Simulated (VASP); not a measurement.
# Cr (P6_3/mmc) in VASP: a series of runs

The runs below take Cr through single point, with LDA.

Everything below comes from runs of VASP 6.6.1. Logs are shortened: lines on timing, memory, paths and dates and some standing lists are left out, and cuts for length are marked.

### 1 The cell of the first run

Symmetry: P6_3/mmc, No. 194, hexagonal system. The conventional cell has a = 2.714 Å, b = 2.714 Å, c = 4.410 Å, α = 90.00°, β = 90.00°, γ = 120.00°. Within 3.6 Å of Cr (site symmetry -6m2) lie 12 Cr at 2.71 Å.

### 2 Single point, LDA, non-collinear spin, typed start

The input, INCAR:

```
PREC = Accurate ; ENCUT = 520
EDIFF = 1E-6 ; ISMEAR = -1
SIGMA = 0.03 ; LREAL = False
LASPH = True ; NELM = 150
ALGO = Normal ; ISIF = 2
LWAVE = False ; LCHARG = False
LNONCOLLINEAR = True ; MAGMOM = 0 0 0.5 0 0 0.5
LORBIT = 11 ; LMAXMIX = 4
NBANDS = 36
```

The input, KPOINTS:

```
Automatic mesh
0
Gamma
  12 12 7
```

The input, POSCAR:

```
Cr
1.0
    2.7140000000      0.0000000000      0.0000000000
   -1.3570000000      2.3503929459      0.0000000000
    0.0000000000      0.0000000000      4.4100000000
Cr
2
Direct
    0.3333333333      0.6666666667      0.2500000000
    0.6666666667      0.3333333333      0.7500000000
```

Potentials or basis: VASP PAW LDA potentials, release 64 (Cr_pv).

Run with:

```
> cat potpaw_LDA.64/Cr_pv/POTCAR > POTCAR
> mpirun -np 1 vasp_ncl > vasp.out
```

OUTCAR:

```text
PREC = Accurate
   ENCUT = 520
   EDIFF = 1E-6
   ISMEAR = -1
   LREAL = False
   LASPH = True
   NELM = 150
   ISIF = 2
   LNONCOLLINEAR = True
   LORBIT = 11

 ion  position               nearest neighbor table
   1  0.333  0.667  0.250-   2 2.71   2 2.71   2 2.71   2 2.71   2 2.71   2 2.71
   2  0.667  0.333  0.750-   1 2.71   1 2.71   1 2.71   1 2.71   1 2.71   1 2.71

  LATTYP: Found a hexagonal cell.
 ALAT       =     2.7140000000
 C/A-ratio  =     1.6249078850

  Lattice vectors:

 A1 = (   2.7140000000,   0.0000000000,   0.0000000000)
 A2 = (  -1.3570000000,   2.3503929459,   0.0000000000)
 A3 = (   0.0000000000,   0.0000000000,   4.4100000000)

Analysis of symmetry for initial positions (statically):
=====================================================================
 Subroutine PRICEL returns:
 Original cell was already a primitive cell.

 Routine SETGRP: Setting up the symmetry group for a
 hexagonal supercell.

 Subroutine GETGRP returns: Found 24 space group operations
 (whereof 12 operations were pure point group operations)
 out of a pool of 24 trial point group operations.

The static configuration has the point symmetry D_3d.
 The point group associated with its full space group is D_6h.

Analysis of symmetry for dynamics (positions and initial velocities):
=====================================================================
 Subroutine PRICEL returns:
 Original cell was already a primitive cell.

 Routine SETGRP: Setting up the symmetry group for a
 hexagonal supercell.

 Subroutine GETGRP returns: Found 24 space group operations
 (whereof 12 operations were pure point group operations)
 out of a pool of 24 trial point group operations.

The dynamic configuration has the point symmetry D_3d.
 The point group associated with its full space group is D_6h.

Analysis of structural, dynamic, and magnetic symmetry:
=====================================================================
 Subroutine PRICEL returns:
 Original cell was already a primitive cell.

 Routine SETGRP: Setting up the symmetry group for a
 hexagonal supercell.

 Subroutine GETGRP returns: Found 12 space group operations
 (whereof  6 operations were pure point group operations)
 out of a pool of 24 trial point group operations.

The overall configuration has the point symmetry S_6 .
 The point group associated with its full space group is C_6h.

 Subroutine INISYM returns: Found 12 space group operations
 (whereof  6 operations are pure point group operations),
 and found     1 'primitive' translations

----------------------------------------------------------------------------------------

                                     Primitive cell

  volume of cell :      28.1312

  direct lattice vectors                    reciprocal lattice vectors
     2.714000000  0.000000000  0.000000000     0.368459838  0.212730387  0.000000000
    -1.357000000  2.350392946  0.000000000     0.000000000  0.425460773  0.000000000
     0.000000000  0.000000000  4.410000000     0.000000000  0.000000000  0.226757370

  length of vectors
     2.714000000  2.714000000  4.410000000     0.425460773  0.425460773  0.226757370

  position of ions in fractional coordinates (direct lattice)
     0.333333333  0.666666667  0.250000000
     0.666666667  0.333333333  0.750000000

  ion indices of the primitive-cell ions
   primitive index   ion index
                 1           1
                 2           2

----------------------------------------------------------------------------------------

 KPOINTS: Automatic mesh

Automatic generation of k-mesh.
 Grid dimensions read from file:
 generate k-points for:   12   12    7

 Generating k-lattice:

  Cartesian coordinates                     Fractional coordinates (reciprocal lattice)
     0.030704986  0.017727532  0.000000000     0.083333333  0.000000000  0.000000000
     0.000000000  0.035455064  0.000000000     0.000000000  0.083333333  0.000000000
     0.000000000  0.000000000  0.032393910     0.000000000  0.000000000  0.142857143

  Length of vectors
     0.035455064  0.035455064  0.032393910

  Shift w.r.t. Gamma in fractional coordinates (k-lattice)
     0.000000000  0.000000000  0.000000000

 Subroutine IBZKPT returns following result:
 ===========================================

 Found    104 irreducible k-points:

 Following reciprocal coordinates:
            Coordinates               Weight
  0.000000  0.000000  0.000000      1.000000
  0.083333 -0.000000  0.000000      6.000000
  0.166667 -0.000000  0.000000      6.000000
  0.250000 -0.000000  0.000000      6.000000
  0.333333 -0.000000  0.000000      6.000000
  0.416667  0.000000  0.000000      6.000000
[... 16 lines left out ...]
  0.250000  0.250000  0.000000      6.000000
  0.333333  0.250000  0.000000      6.000000
 [... further k-points ...]
   k-points           NKPTS =    104   k-points in BZ     NKDIM =    104   number of bands    NBANDS=     36
   number of dos      NEDOS =    301   number of ions     NIONS =      2
   total plane-waves  NPLWV =  14400
   dimension x,y,z NGX =    20 NGY =   20 NGZ =   36
   dimension x,y,z NGXF=    40 NGYF=   40 NGZF=   72
   ions per type =               2
   NGX,Y,Z   is equivalent  to a cutoff of  12.25, 12.25, 13.57 a.u.
   NGXF,Y,Z  is equivalent  to a cutoff of  24.50, 24.50, 27.14 a.u.
 SYSTEM =  unknown system
   PREC   = accura    normal or accurate (medium, high low for compatibility)
   ISTART =      0    job   : 0-new  1-cont  2-samecut
   ICHARG =      2    charge: 1-file 2-atom 10-const
   ISPIN  =      1    spin polarized calculation?
   LNONCOLLINEAR =      T non collinear calculations
   LSORBIT =      F    spin-orbit coupling
   LASPH  =      T    aspherical Exc in radial PAW
   ENCUT  =  520.0 eV  38.22 Ry    6.18 a.u.   5.05  5.05  8.20*2*pi/ulx,y,z
   NELM   =    150;   NELMIN=  2; NELMDL= -5     # of ELM steps
   EDIFF  = 0.1E-05   stopping-criterion for ELM
   LREAL  =      F    real-space projection
[... 7 lines left out ...]
   TEBEG  =    0.0;   TEEND  =   0.0 temperature during run
   PSTRESS=    0.0 pullay stress
   NELECT =      24.0000    total number of electrons
   NUPDOWN=      -1.0000    fix difference up-down
   EMIN   =  10.00;   EMAX   =-10.00  energy-range for DOS
   EFERMI =   0.00;   METHOD = LEGACY
   ISMEAR =    -1;   SIGMA  =   0.03  broadening in eV -4-tet -1-fermi 0-gaus
   EFERMI_NEDOS =   21; number of points for ismear=-14 and -15
   IALGO  =     38    algorithm
   IMIX   =      4    mixing-type and parameters
     AMIX     =   0.40;   BMIX     =  1.00
     AMIX_MAG =   1.60;   BMIX_MAG =  1.00
  volume/ion in A,a.u.               =      14.07        94.92
  Fermi-wavevector in a.u.,A,eV,Ry     =   1.552681  2.934142 32.801180  2.410819
  Thomas-Fermi vector in A             =   2.657021
   LORBIT       =     11    0 simple, 1 ext, 2 COOP (PROOUT), +10 PAW based schemes
   GGA     = CA    functional components
   LHFCALC =     F    Hartree Fock is set to
   AEXX    =    0.0000 exact exchange contribution
   IVDW    =     0    specifies the selected vdW correction
   LEPSILON=     F    determine dielectric tensor
   LRPA    =     F    only Hartree local field effects (RPA)
  energy-cutoff  :      520.00
  volume of cell :       28.13
 maximum number of plane-waves:      1542
   NGX = 11   NGY = 11   NGZ = 17

 number of electron      24.0000005 magnetization       0.0000000     -0.0000000      0.6945626

 number of electron      24.0000005 magnetization      -0.0000000     -0.0000000      0.9855430

 number of electron      24.0000005 magnetization       0.0000000      0.0000000      1.0075660

 Free energy of the ion-electron system (eV)
  ---------------------------------------------------
  ext. energy  EPLUGINS =         0.00000000
  ---------------------------------------------------
  free energy    TOTEN  =       -19.45276838 eV

  energy without entropy =      -19.43952216  energy(sigma->0) =      -19.44614527

 E-fermi :   8.0293     XC(G=0): -12.8662

 val. band max:        8.0289436768   @ k =  -0.1667   0.2500  -0.4286
 cond. band min:       8.0295163683   @ k =   0.0833  -0.0000   0.4286
 fundamental gap:      0.0005726915
 Fermi energy:         8.0293405215

 k-point     1 :       0.0000    0.0000    0.0000
  band No.  band energies     occupation
      1     -34.8530      1.00000
      2     -34.4699      1.00000
      3     -34.4699      1.00000
      4     -34.4426      1.00000
      5     -34.4016      1.00000
      6     -34.4016      1.00000
[... 28 lines left out ...]
     35      10.0374      0.00000
     36      10.0374      0.00000

 k-point     2 :       0.0833   -0.0000    0.0000
  band No.  band energies     occupation
      1     -34.8419      1.00000
      2     -34.4948      1.00000
      3     -34.4779      1.00000
      4     -34.4313      1.00000
      5     -34.4274      1.00000
      6     -34.4055      1.00000
[... 28 lines left out ...]
     35      10.4940      0.00000
     36      10.8443      0.00000
[... 817 lines left out ...]
     35      13.3634      0.00000
     36      13.9457      0.00000

 k-point    24 :       0.3333    0.2500    0.0000
  band No.  band energies     occupation
      1     -34.7840      1.00000
      2     -34.7171      1.00000
      3     -34.6643      1.00000
      4     -34.5878      1.00000
      5     -34.5802      1.00000
      6     -34.5031      1.00000
[... 28 lines left out ...]
     35      13.3606      0.00000
     36      13.3672      0.00000

 [... further k-points ...]
[... 5 lines left out ...]
  --------------------------------------------------------------------------------------
  -------------------------------------------------------------------------------------
  Total       -7.1561909     -7.1561909     -5.9498979     -0.0000002      0.0000000      0.0000000
  in kB     -407.5712947   -407.5712947   -338.8684895     -0.0000109      0.0000000      0.0000000
  external PRESSURE =    -384.6703596 kB  Pullay stress =       0.0000000 kB

 VOLUME and BASIS-vectors are now :
 -----------------------------------------------------------------------------
  energy-cutoff  :      520.00
  volume of cell :       28.13
      direct lattice vectors                 reciprocal lattice vectors
     2.714000000  0.000000000  0.000000000     0.368459838  0.212730387  0.000000000
    -1.357000000  2.350392946  0.000000000     0.000000000  0.425460773  0.000000000
     0.000000000  0.000000000  4.410000000     0.000000000  0.000000000  0.226757370

 POSITION                                       TOTAL-FORCE (eV/Angst)
 -----------------------------------------------------------------------------------
     -0.00000      1.56693      1.10250        -0.000000     -0.000000     -0.000000
      1.35700      0.78346      3.30750         0.000000      0.000000      0.000000
 -----------------------------------------------------------------------------------
    total drift:                                0.000000     -0.000000      0.000000

  FREE ENERGIE OF THE ION-ELECTRON SYSTEM (eV)
  ---------------------------------------------------
  free  energy   TOTEN  =       -19.4527683760 eV

  energy  without entropy=      -19.4395221589  energy(sigma->0) =      -19.44614527

 total charge

# of ion       s       p       d       tot
------------------------------------------
    1        0.377   6.273   4.078  10.728
    2        0.377   6.273   4.078  10.728
--------------------------------------------------
tot          0.755  12.547   8.155  21.457

 magnetization (x)

# of ion       s       p       d       tot
------------------------------------------
    1        0.000  -0.000  -0.000   0.000
    2        0.000  -0.000  -0.000   0.000
--------------------------------------------------
tot          0.000  -0.000  -0.000   0.000

 magnetization (y)

# of ion       s       p       d       tot
------------------------------------------
    1       -0.000   0.000   0.000  -0.000
    2        0.000   0.000   0.000   0.000
--------------------------------------------------
tot         -0.000   0.000   0.000  -0.000

 magnetization (z)

# of ion       s       p       d       tot
------------------------------------------
    1        0.002   0.014   0.446   0.463
    2        0.002   0.014   0.446   0.463
--------------------------------------------------
tot          0.005   0.029   0.893   0.926
```

It took 4.8 min on 1 thread of Oxide Virtual Turin-like, shared host; peak memory 0.24 GiB.

What came out:

- Free energy: -19.4528 eV
- Pressure: -38.5 GPa
- Band gap on the k mesh: zero (band 24 reaches 8.74 eV, above the bottom of band 25 at 7.76 eV)
- Net moment: 1.01 μB per cell
- Valence electrons inside the program's atomic spheres: Cr 10.73

Stress tensor (GPa, compression positive):
```
-40.76   0.00   0.00
  0.00 -40.76   0.00
  0.00   0.00 -33.89
```

Moments on the atoms (μB; x, y, z):
```
Cr  0.00 0.00 0.46
Cr  0.00 0.00 0.46
```

### 3 Single point, LDA, non-collinear spin, typed start

The input, INCAR:

```
SYSTEM = Cr
PREC = Accurate ; ENCUT = 520
EDIFF = 1E-7 ; ISMEAR = -1
SIGMA = 0.03 ; LREAL = .FALSE.
LASPH = .TRUE. ; NELM = 150
ALGO = Normal ; ISIF = 2
LWAVE = .FALSE. ; LCHARG = .FALSE.
LNONCOLLINEAR = .TRUE. ; MAGMOM = 0 0 0.5 0 0 0.5
LORBIT = 11 ; LMAXMIX = 4
NBANDS = 36
```

The input, KPOINTS:

```
Automatic mesh
0
G
  12 12 7
  0 0 0
```

POSCAR is that of step 2.

Potentials or basis: VASP PAW LDA potentials, release 64 (Cr_pv).

Run with:

```
> cat potpaw_LDA.64/Cr_pv/POTCAR > POTCAR
> mpirun -np 1 vasp_ncl > vasp.out
```

Wall time 6.7 min (1 thread of Oxide Virtual Turin-like, shared host); peak memory 0.24 GiB.

Results (log left out):

| Quantity | Value |
| --- | --- |
| Free energy | -19.4528 eV |
| Pressure | -38.5 GPa |
| Band gap on the k mesh | zero (band 24 reaches 8.74 eV, above the bottom of band 25 at 7.76 eV) |
| Net moment | 1.00 μB per cell |
| Valence electrons inside the program's atomic spheres | Cr 10.73 |

Stress tensor (GPa, compression positive):
```
-40.76   0.00   0.00
  0.00 -40.76   0.00
  0.00   0.00 -33.88
```

Levels at points of the mesh, in eV from the Fermi level:
| k point | band 22 | band 23 | band 24 | band 25 | band 26 | band 27 |
| --- | --- | --- | --- | --- | --- | --- |
| (0.00, 0.00, 0.00) | -0.11 | -0.11 | -0.11 | 0.27 | 0.27 | 0.34 |
| (0.50, 0.00, 0.00) | -0.52 | -0.24 | -0.16 | -0.07 | 0.27 | 1.75 |

Moments on the atoms (μB; x, y, z):
```
Cr  0.00 0.00 0.46
Cr  0.00 0.00 0.46
```
